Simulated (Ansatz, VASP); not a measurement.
## Two plane-wave programs on Pt

```
Pt
1.0
     2.79330    0.00000    0.00000
    -1.39665    2.41907    0.00000
     0.00000    0.00000    4.70681
Pt
2
Direct
  0.66667 0.33333 0.75000
  0.33333 0.66667 0.25000
```

Change from the starting cell: strain +0.025 along x and y, +0.000 along z, atoms carried along.

Alike in both runs: task single point; functional PBEsol; k mesh 24 × 24 × 14; occupations gaussian, width 0.15 eV; no spin polarisation.

|  | VASP | Ansatz |
| --- | --- | --- |
| version | VASP 6.6.1 | Ansatz 0.2.0 |
| potentials or method | VASP PAW PBE potentials, release 64 (Pt), cutoff 520 eV | scalar-relativistic, plane waves, PAW |
| valence electrons in the cell | 20 | 36 |

|  | VASP | Ansatz | Ansatz less VASP |
| --- | --- | --- | --- |
| gap on the k mesh at the Fermi level (eV) | none | none | - |
| pressure (GPa) | -12.8 | -12.4 | +0.38 |
| traceless stress, the component that is largest in VASP (GPa) | 2.80 | 2.91 | +0.108 |

VASP's potentials were made for PBE, not for PBEsol. A gap of «none» marks a metal or a gap that the smearing closes. VASP's potentials hold 20 valence electrons a cell and Ansatz's 36, so a difference there can come from the potentials and not from the codes.

Neither program's run includes spin-orbit coupling.
